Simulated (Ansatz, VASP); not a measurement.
# Cu: VASP beside Ansatz

```
Cu
1.0
     2.53076    0.00000    0.00000
    -1.26538    2.19171    0.00000
     0.00000    0.00000    8.26182
Cu
4
Cartesian
  0.0000 0.0000 0.0000
  0.0000 1.4611 2.0655
  0.0000 0.0000 4.1309
  1.2654 0.7306 6.1964
```

Alike in both runs: task single point; functional LDA; k mesh 10 × 10 × 3; occupations fermi-dirac, width 0.1 eV; no spin polarisation.

|  | VASP | Ansatz |
| --- | --- | --- |
| version | VASP 6.6.1 | Ansatz 0.2.0 |
| potentials or method | VASP PAW LDA potentials, release 64 (Cu_sv_GW), cutoff 700 eV | plane waves, PAW |
| valence electrons in the cell | 76 | 76 |

VASP gave:

```
pressure (GPa)                                                : -12.8
traceless stress, the component that is largest in VASP (GPa) : -0.59
```

Task: Estimate Ansatz's values.

Result: Pressure (GPa): -8.2; traceless stress, the component that is largest in VASP (GPa): -0.58.

LDA's correlation is that of Perdew and Zunger in VASP and of Perdew and Wang (1992) in Ansatz. One of these differences is far larger than is usual between the two programs; its cause wasn't traced.
